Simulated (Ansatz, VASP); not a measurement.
One calculation of CdTe3, two programs

```
Cd Te
1.0
     4.92925    0.00000    0.00000
     0.00000    4.92925    0.00000
     0.00000    0.00000    4.92925
Cd Te
1 3
Direct
  0.00000 0.00000 0.00000
  0.00000 0.50000 0.50000
  0.50000 0.00000 0.50000
  0.50000 0.50000 0.00000
```

Alike in both runs: task relaxation of cell and atoms; functional PBE; k mesh 10 × 10 × 10; occupations gaussian, width 0.1 eV; no spin polarisation.

|  | VASP | Ansatz |
| --- | --- | --- |
| version | VASP 6.6.1 | Ansatz 0.2.0 |
| potentials or method | VASP PAW PBE potentials, release 64 (Cd, Te), cutoff 600 eV | scalar-relativistic, plane waves, PAW |
| valence electrons in the cell | 30 | 68 |

|  | VASP | Ansatz | Ansatz less VASP |
| --- | --- | --- | --- |
| gap on the k mesh at the Fermi level, each at its own relaxed structure (eV) | none | none | - |
| relaxed volume (Å³/atom) | 28.43 | 28.45 | +0.017 |
| relaxed cell length with the largest relative difference (Å) | 4.845 | 4.846 | +0.0010 |

A gap of «none» marks a metal or a gap that the smearing closes. VASP's potentials hold 30 valence electrons a cell and Ansatz's 68, so a difference there can come from the potentials and not from the codes.

Spin-orbit coupling is off throughout.
